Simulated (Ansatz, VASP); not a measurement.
One calculation of C4S, two programs

File INCAR:

```
ALGO = Normal ; EDIFF = 1E-7
EDIFFG = -0.04 ; ENCUT = 600
GGA = PE ; IBRION = 2
ISIF = 3 ; ISMEAR = 0
LASPH = True ; LCHARG = False
LREAL = False ; LWAVE = False
NELM = 60 ; NSW = 90
PREC = Accurate ; SIGMA = 0.1
```

KPOINTS

```
k-points
0
Gamma
  6 6 6
```

POSCAR

```
C4S
1.0
   -2.6183882000      2.6183882000      2.6183882000
    2.6183882000     -2.6183882000      2.6183882000
    2.6183882000      2.6183882000     -2.6183882000
C S
4 1
Direct
    0.4360554800      0.4360554800      0.4360554800
    0.5639445200      0.0000000000      0.0000000000
    0.0000000000      0.0000000000      0.5639445200
    0.0000000000      0.5639445200      0.0000000000
    0.0000000000      0.0000000000      0.0000000000
```

Input for Ansatz:

```yaml
crystal:
  lattice:
    - [-2.6183882, 2.6183882, 2.6183882]
    - [2.6183882, -2.6183882, 2.6183882]
    - [2.6183882, 2.6183882, -2.6183882]
  atoms:
    - { symbol: C, position: [0.43605548, 0.43605548, 0.43605548] }
    - { symbol: C, position: [0.56394452, 0.0, 0.0] }
    - { symbol: C, position: [0.0, 0.0, 0.56394452] }
    - { symbol: C, position: [0.0, 0.56394452, 0.0] }
    - { symbol: S, position: [0.0, 0.0, 0.0] }
basis:
  ecutwfc: 420
kpoints:
  mp_grid: { grid: [6, 6, 6] }
hamiltonian:
  xc: pbe
scf:
  occupations: { method: gaussian, width: 0.1 }
  lower_state_search: "off"
output:
  forces: true
  stress: true
  eigenvalues: true
relax:
  adjacent_minimum: "off"
  f_tol: 0.04
  max_steps: 70
  cell: { stress_tol: 0.4 }
```

Alike in both runs: task relaxation of cell and atoms; functional PBE; k mesh 6 × 6 × 6; occupations gaussian, width 0.1 eV; no spin polarisation.

|  | VASP | Ansatz |
| --- | --- | --- |
| version | VASP 6.6.1 | Ansatz 0.2.0 |
| potentials or method | VASP PAW PBE potentials, release 64 (C, S), cutoff 600 eV | scalar-relativistic, plane waves, PAW |
| valence electrons in the cell | 22 | 22 |

|  | VASP | Ansatz | Ansatz less VASP |
| --- | --- | --- | --- |
| gap on the k mesh at the Fermi level, each at its own relaxed structure (eV) | none | none | - |
| relaxed volume (Å³/atom) | 8.95 | 9.01 | +0.054 |
| relaxed length of the cell vector where the two differ most in proportion (Å) | 3.874 | 3.882 | +0.0078 |

A gap of «none» marks a metal or a gap that the smearing closes.

Noted on VASP's run: the volume moved by over 15 % at a fixed basis, so the end points are rough.
